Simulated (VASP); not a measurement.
# Li (C2/m) in VASP: notebook

Runs on Li. Level: PBEsol. Tasks: single point.

All numbers are computed with VASP 6.6.1; they aren't measurements. Logs are shortened: lines on timing, memory, paths and dates and some standing lists are left out, and cuts for length are marked.

## Step 1: The cell of the first run

The structure is monoclinic, space group C2/m (No. 12). Conventional cell: a = 5.389 Å, b = 3.111 Å, c = 5.094 Å, α = 90.00°, β = 91.72°, γ = 90.00°. Within 4.0 Å of Li (site symmetry m) lie 12 Li at 3.07 to 3.16 Å.

## Step 2: Single point, PBEsol (strain +0.0300 x Voigt [0, 0, 0, 1, 0, 0])

INCAR reads:

```
PREC = Accurate
ENCUT = 520
EDIFF = 1E-7
ISMEAR = 0
SIGMA = 0.15
LREAL = F
LASPH = T
NELM = 100
ALGO = Fast
ISIF = 2
LWAVE = F
LCHARG = F
GGA = PS
NBANDS = 10
```

KPOINTS reads:

```
Automatic mesh
0
Gamma
  18 18 10
```

POSCAR reads:

```
Li
1.0
    3.1110021516      0.0000000000      0.0000000000
   -1.5555010758      2.6942068945      0.0404131034
    0.0000000000      0.0763950000      5.0930000000
Li
2
Direct
    0.3333333333      0.6666666667      0.2500000000
    0.6666666667      0.3333333333      0.7500000000
```

Potentials or basis: VASP PAW PBE potentials, release 64 (Li_sv).

On the command line:

```console
$ cat potpaw_PBE.64/Li_sv/POTCAR > POTCAR
$ mpirun -np 1 vasp_std > vasp.out
```

OUTCAR:

```text
PREC = Accurate
   ENCUT = 520
   EDIFF = 1E-7
   ISMEAR = 0
   LREAL = F
   LASPH = T
   NELM = 100
   ISIF = 2
   GGA = PS

 ion  position               nearest neighbor table
   1  0.333  0.667  0.250-
   2  0.667  0.333  0.750-

  LATTYP: Found a base centered monoclinic cell.
 ALAT       =     5.3890199515
 B/A-ratio  =     0.5772853282
 C/A-ratio  =     0.9451761129
 COS(beta)  =    -0.0299932515

  Lattice vectors:

 A1 = (  -1.5555010758,  -2.6942068945,  -0.0404131034)
 A2 = (   1.5555010758,  -2.6942068945,  -0.0404131034)
 A3 = (   0.0000000000,   0.0763950000,   5.0930000000)

Analysis of symmetry for initial positions (statically):
=====================================================================
 Subroutine PRICEL returns:
 Original cell was already a primitive cell.

 Routine SETGRP: Setting up the symmetry group for a
 base centered monoclinic supercell.

 Subroutine GETGRP returns: Found  4 space group operations
 (whereof  4 operations were pure point group operations)
 out of a pool of  4 trial point group operations.

The static configuration has the point symmetry C_2h.

Analysis of symmetry for dynamics (positions and initial velocities):
=====================================================================
 Subroutine PRICEL returns:
 Original cell was already a primitive cell.

 Routine SETGRP: Setting up the symmetry group for a
 base centered monoclinic supercell.

 Subroutine GETGRP returns: Found  4 space group operations
 (whereof  4 operations were pure point group operations)
 out of a pool of  4 trial point group operations.

The dynamic configuration has the point symmetry C_2h.

 Subroutine INISYM returns: Found  4 space group operations
 (whereof  4 operations are pure point group operations),
 and found     1 'primitive' translations

----------------------------------------------------------------------------------------

                                     Primitive cell

  volume of cell :      42.6783

  direct lattice vectors                    reciprocal lattice vectors
     3.111002152  0.000000000  0.000000000     0.321439829  0.185625138 -0.002784377
    -1.555501076  2.694206895  0.040413103     0.000000000  0.371250275 -0.005568754
[... 89 lines left out ...]
   IBRION =     -1    ionic relax: 0-MD 1-quasi-New 2-CG
   NFREE  =      0    steps in history (QN), initial steepest desc. (CG)
   ISIF   =      2    stress and relaxation
   ISYM   =      2    0-nonsym 1-usesym 2-fastsym
   POTIM  = 0.5000    time-step for ionic-motion
   TEBEG  =    0.0;   TEEND  =   0.0 temperature during run
   PSTRESS=    0.0 pullay stress
   NELECT =       6.0000    total number of electrons
   NUPDOWN=      -1.0000    fix difference up-down
   EMIN   =  10.00;   EMAX   =-10.00  energy-range for DOS
   EFERMI =   0.00;   METHOD = LEGACY
   ISMEAR =     0;   SIGMA  =   0.15  broadening in eV -4-tet -1-fermi 0-gaus
   EFERMI_NEDOS =   21; number of points for ismear=-14 and -15
   IALGO  =     68    algorithm
   IMIX   =      4    mixing-type and parameters
     AMIX     =   0.40;   BMIX     =  1.00
     AMIX_MAG =   1.60;   BMIX_MAG =  1.00
  volume/ion in A,a.u.               =      21.34       144.00
  Fermi-wavevector in a.u.,A,eV,Ry     =   0.851248  1.608626  9.859100  0.724623
  Thomas-Fermi vector in A             =   1.967352
   LORBIT       =      0    0 simple, 1 ext, 2 COOP (PROOUT), +10 PAW based schemes
   GGA     = PS    functional components
   LHFCALC =     F    Hartree Fock is set to
   AEXX    =    0.0000 exact exchange contribution
   IVDW    =     0    specifies the selected vdW correction
   LEPSILON=     F    determine dielectric tensor
   LRPA    =     F    only Hartree local field effects (RPA)
 non-spin polarized calculation
 RMM-DIIS sequential band-by-band and
 Gauss-broadening in eV      SIGMA  =   0.15
  energy-cutoff  :      520.00
  volume of cell :       42.68
 maximum number of plane-waves:      1164
   NGX = 11   NGY = 11   NGZ = 19

 number of electron       5.9999994 magnetization

 Free energy of the ion-electron system (eV)
  ---------------------------------------------------
  ext. energy  EPLUGINS =         0.00000000
  ---------------------------------------------------
  free energy    TOTEN  =        -3.93583507 eV

  energy without entropy =       -3.92497294  energy(sigma->0) =       -3.93040400

 E-fermi :   0.4882     XC(G=0):  -6.8934

 val. band max:        0.4838957150   @ k =   0.0000   0.3889   0.5000
 cond. band min:       0.4890172204   @ k =   0.2222   0.2222   0.5000
 fundamental gap:      0.0051215054
 Fermi energy:         0.4881536944

 k-point     1 :       0.0000    0.0000    0.0000
  band No.  band energies     occupation
      1     -45.5146      2.00000
      2     -45.4993      2.00000
      3      -3.0003      2.00000
      4       0.4804      1.05857
      5       3.2407      0.00000
      6      12.5503      0.00000
      7      12.5552      0.00000
      8      13.8953      0.00000
      9      13.8969      0.00000
     10      14.4344      0.00000
[... 287 lines left out ...]
 k-point    24 :      -0.2778    0.0556   -0.0000
  band No.  band energies     occupation
      1     -45.5073      2.00000
      2     -45.4960      2.00000
      3      -1.9876      2.00000
      4       1.7921      0.00000
      5       3.5342      0.00000
      6       7.4807      0.00000
      7       9.4607      0.00000
      8      11.5603      0.00000
      9      12.1256      0.00000
     10      13.4267      0.00000

 [... further k-points ...]

------------------------ aborting loop because EDIFF is reached ----------------------------------------

  FORCE on cell =-STRESS in cart. coord.  units (eV):
  Direction    XX          YY          ZZ          XY          YZ          ZX
  --------------------------------------------------------------------------------------
  -------------------------------------------------------------------------------------
  Total       -0.2056253     -0.2085215     -0.1907686      0.0000000     -0.0305202      0.0000000
  in kB       -7.7193365     -7.8280601     -7.1616018      0.0000000     -1.1457510      0.0000000
  external PRESSURE =      -7.5696661 kB  Pullay stress =       0.0000000 kB

 VOLUME and BASIS-vectors are now :
 -----------------------------------------------------------------------------
  energy-cutoff  :      520.00
  volume of cell :       42.68
      direct lattice vectors                 reciprocal lattice vectors
     3.111002152  0.000000000  0.000000000     0.321439829  0.185625138 -0.002784377
    -1.555501076  2.694206895  0.040413103     0.000000000  0.371250275 -0.005568754
     0.000000000  0.076395000  5.093000000     0.000000000 -0.002945882  0.196392117

 POSITION                                       TOTAL-FORCE (eV/Angst)
 -----------------------------------------------------------------------------------
     -0.00000      1.81524      1.30019         0.000000     -0.001104      0.000043
      1.55550      0.95537      3.83322         0.000000      0.001104     -0.000043
 -----------------------------------------------------------------------------------
    total drift:                               -0.000000      0.000000     -0.000000

  FREE ENERGIE OF THE ION-ELECTRON SYSTEM (eV)
  ---------------------------------------------------
  free  energy   TOTEN  =        -3.9358350690 eV

  energy  without entropy=       -3.9249729375  energy(sigma->0) =       -3.93040400
```

stdout:

```text
POSCAR found type information on POSCAR Li
 POSCAR found :  1 types and       2 ions
 scaLAPACK will be used
 -----------------------------------------------------------------------------
|                                                                             |
|                                                                             |
|     You enforced a specific xc type in the INCAR file but a different       |
[... 38 lines left out ...]
WARNING in EDDRMM: call to ZHEGV failed, returncode =   6  3      7
WARNING in EDDRMM: call to ZHEGV failed, returncode =   6  3      6
WARNING in EDDRMM: call to ZHEGV failed, returncode =   8  4      7
WARNING in EDDRMM: call to ZHEGV failed, returncode =   6  3      4
WARNING in EDDRMM: call to ZHEGV failed, returncode =   8  4      9
WARNING in EDDRMM: call to ZHEGV failed, returncode =   6  3      7
WARNING in EDDRMM: call to ZHEGV failed, returncode =   6  3      9
```

Run time: 4.5 min. Hardware: 1 thread of AMD EPYC 9R45 (Zen 5), shared host; peak memory 0.33 GiB.

What came out:

```yaml
Free_energy: -3.9358 eV
Band_gap_on_the_k_mesh: zero (bands 3 and 4 overlap by 4.44 eV)
```

Levels at points of the mesh, in eV from the Fermi level:
```
           k point  band 1  band 2  band 3  band 4  band 5  band 6  band 7
(0.00, 0.00, 0.00)  -46.00  -45.99   -3.49   -0.01    2.75   12.06   12.07
(0.50, 0.00, 0.00)  -45.99  -45.98   -0.07    0.99    4.52    5.65    6.01
(0.00, 0.50, 0.00)  -45.99  -45.98   -0.06    0.99    4.49    5.62    6.05
(0.00, 0.00, 0.50)  -46.00  -46.00   -2.40   -2.40    7.67    7.67   12.81
(0.50, 0.00, 0.50)  -45.99  -45.98    0.62    0.74    3.28    3.42    9.50
(0.00, 0.50, 0.50)  -45.99  -45.98    0.56    0.80    3.21    3.49    9.50
```

Caveat: the cell differs from its parent crystal (strain +0.0300 x Voigt [0, 0, 0, 1, 0, 0]); the cutoff is under 1.25 times the usual one of these potentials, so pressure, stress and relaxed cells hold a basis-set (Pulay) error; the PAW data sets were made with another functional, which shifts forces and pressure a little.

## Step 3: Single point, PBEsol (strain -0.0200 x Voigt [0, 0, 0, 1, 0, 0])

INCAR reads:

```
SYSTEM = Li
  PREC = Accurate
  ENCUT = 520
  EDIFF = 1E-6
  ISMEAR = 0
  SIGMA = 0.15
  LREAL = .False.
  LASPH = .True.
  NELM = 100
  ALGO = Fast
  ISIF = 2
  LWAVE = .False.
  LCHARG = .False.
  GGA = PS
  NBANDS = 10
```

KPOINTS reads:

```
Automatic mesh
0
Gamma
  18 18 10
  0 0 0
```

POSCAR reads:

```
Li
1.0
    3.1110021516      0.0000000000      0.0000000000
   -1.5555010758      2.6942068945     -0.0269420689
    0.0000000000     -0.0509300000      5.0930000000
Li
2
Direct
    0.3333333333      0.6666666667      0.2500000000
    0.6666666667      0.3333333333      0.7500000000
```

Potentials or basis: VASP PAW PBE potentials, release 64 (Li_sv).

On the command line:

```console
$ cat potpaw_PBE.64/Li_sv/POTCAR > POTCAR
$ mpirun -np 1 vasp_std > vasp.out
```

It took 3.7 min on 1 thread of AMD EPYC 9R45 (Zen 5), shared host; peak memory 0.33 GiB.

It converged, with:

| Item | Value |
| --- | --- |
| Free energy | -3.9361 eV |
| Band gap on the k mesh | zero (bands 3 and 4 overlap by 4.47 eV) |

Levels at points of the mesh, in eV from the Fermi level:
```csv
k point,band 1,band 2,band 3,band 4,band 5,band 6
"(0.00, 0.00, 0.00)",-46.00,-45.99,-3.49,-0.01,2.75,12.06
"(0.50, 0.00, 0.00)",-45.99,-45.98,-0.07,0.99,4.53,5.65
"(0.00, 0.50, 0.00)",-45.99,-45.98,-0.06,0.99,4.51,5.64
"(0.00, 0.00, 0.50)",-46.00,-46.00,-2.40,-2.40,7.66,7.66
"(0.50, 0.00, 0.50)",-45.99,-45.98,0.64,0.72,3.30,3.39
"(0.00, 0.50, 0.50)",-45.99,-45.98,0.60,0.76,3.25,3.44
```

Caveat: the cell differs from its parent crystal (strain -0.0200 x Voigt [0, 0, 0, 1, 0, 0]); the cutoff is under 1.25 times the usual one of these potentials, so pressure, stress and relaxed cells hold a basis-set (Pulay) error; the PAW data sets were made with another functional, which shifts forces and pressure a little.

## Step 4: Single point, PBEsol (strain +0.0100 x Voigt [0, 0, 0, 1, 0, 0])

INCAR reads:

```
SYSTEM = Li
PREC = Accurate
ENCUT = 520
EDIFF = 1E-7
ISMEAR = 0
SIGMA = 0.15
LREAL = .FALSE.
LASPH = .TRUE.
NELM = 80
ALGO = Fast
ISIF = 2
LWAVE = .FALSE.
LCHARG = .FALSE.
GGA = PS
NBANDS = 10
```

KPOINTS reads:

```
Automatic mesh
0
G
  18 18 10
  0 0 0
```

POSCAR reads:

```
Li
1.0
    3.1110021516      0.0000000000      0.0000000000
   -1.5555010758      2.6942068945      0.0134710345
    0.0000000000      0.0254650000      5.0930000000
Li
2
Direct
    0.3333333333      0.6666666667      0.2500000000
    0.6666666667      0.3333333333      0.7500000000
```

Potentials or basis: VASP PAW PBE potentials, release 64 (Li_sv).

On the command line:

```console
$ cat potpaw_PBE.64/Li_sv/POTCAR > POTCAR
$ mpirun -np 1 vasp_std > vasp.out
```

OUTCAR:

```text
SYSTEM = Li
   PREC = Accurate
   ENCUT = 520
   EDIFF = 1E-7
   ISMEAR = 0
   LREAL = .FALSE.
   LASPH = .TRUE.
   NELM = 80
   ISIF = 2
   GGA = PS

 ion  position               nearest neighbor table
   1  0.333  0.667  0.250-
   2  0.667  0.333  0.750-

  LATTYP: Found a base centered monoclinic cell.
 ALAT       =     5.3884811438
 B/A-ratio  =     0.5773430524
 C/A-ratio  =     0.9451761129
 COS(beta)  =    -0.0099997500

  Lattice vectors:

[... 499 lines left out ...]

------------------------ aborting loop because EDIFF is reached ----------------------------------------

  FORCE on cell =-STRESS in cart. coord.  units (eV):
  Direction    XX          YY          ZZ          XY          YZ          ZX
  --------------------------------------------------------------------------------------
  -------------------------------------------------------------------------------------
  Total       -0.2061185     -0.2064586     -0.1941389      0.0000000     -0.0097898      0.0000000
  in kB       -7.7363031     -7.7490698     -7.2866683      0.0000000     -0.3674437      0.0000000
  external PRESSURE =      -7.5906804 kB  Pullay stress =       0.0000000 kB

 VOLUME and BASIS-vectors are now :
 -----------------------------------------------------------------------------
  energy-cutoff  :      520.00
  volume of cell :       42.69
      direct lattice vectors                 reciprocal lattice vectors
     3.111002152  0.000000000  0.000000000     0.321439829  0.185588012 -0.000927940
    -1.555501076  2.694206895  0.013471034     0.000000000  0.371176023 -0.001855880
     0.000000000  0.025465000  5.093000000     0.000000000 -0.000981764  0.196352837

 POSITION                                       TOTAL-FORCE (eV/Angst)
 -----------------------------------------------------------------------------------
     -0.00000      1.80250      1.28223         0.000000     -0.000121      0.000004
      1.55550      0.91717      3.82424        -0.000000      0.000121     -0.000004
 -----------------------------------------------------------------------------------
    total drift:                               -0.000000      0.000000     -0.000000

  FREE ENERGIE OF THE ION-ELECTRON SYSTEM (eV)
  ---------------------------------------------------
  free  energy   TOTEN  =        -3.9361989888 eV

  energy  without entropy=       -3.9252381168  energy(sigma->0) =       -3.93071855
```

stdout:

```text
POSCAR found type information on POSCAR Li
 POSCAR found :  1 types and       2 ions
 scaLAPACK will be used
 -----------------------------------------------------------------------------
|                                                                             |
|                                                                             |
|     You enforced a specific xc type in the INCAR file but a different       |
[... 28 lines left out ...]
WARNING in EDDRMM: call to ZHEGV failed, returncode =   6  3      3
WARNING in EDDRMM: call to ZHEGV failed, returncode =   6  3      5
WARNING in EDDRMM: call to ZHEGV failed, returncode =   6  3      7
WARNING in EDDRMM: call to ZHEGV failed, returncode =   6  3      4
WARNING in EDDRMM: call to ZHEGV failed, returncode =   6  3      3
WARNING in EDDRMM: call to ZHEGV failed, returncode =   8  4      7
WARNING in EDDRMM: call to ZHEGV failed, returncode =   6  3      7
```

It took 3.7 min on 1 thread of AMD EPYC 9R45 (Zen 5), shared host; peak memory 0.34 GiB.

Results:

```
Free energy            : -3.9362 eV
Band gap on the k mesh : zero (bands 3 and 4 overlap by 4.49 eV)
```

Caveat: the cell differs from its parent crystal (strain +0.0100 x Voigt [0, 0, 0, 1, 0, 0]); the cutoff is under 1.25 times the usual one of these potentials, so pressure, stress and relaxed cells hold a basis-set (Pulay) error; the PAW data sets were made with another functional, which shifts forces and pressure a little.

## Step 5: Summary

| cell | further INCAR settings | gap on the mesh (eV) |
| --- | --- | --- |
| a = 3.111, b = 3.111, c = 5.094 Å, angles 88.5, 90.0, 120.0°, 2 atoms | ALGO = Fast; EDIFF = 1e-07; NBANDS = 10 | none |
| a = 3.111, b = 3.111, c = 5.093 Å, angles 91.0, 90.0, 120.0°, 2 atoms | ALGO = Fast; EDIFF = 1e-06; NBANDS = 10 | none |
| a = 3.111, b = 3.111, c = 5.093 Å, angles 89.5, 90.0, 120.0°, 2 atoms | ALGO = Fast; EDIFF = 1e-07; NBANDS = 10 | none |

Alike in all rows: task single point; level PBEsol; potentials or basis VASP PAW PBE potentials, release 64 (Li_sv); no spin polarisation; k mesh 18 × 18 × 10; cutoff (eV) 520; smearing gaussian 0.15 eV.

Caveats: the cutoff is under 1.25 times the usual one of these potentials, so pressure, stress and relaxed cells hold a basis-set (Pulay) error; the PAW data sets were made with another functional, which shifts forces and pressure a little.

Absolute energies hang on the potentials; compare differences alone.
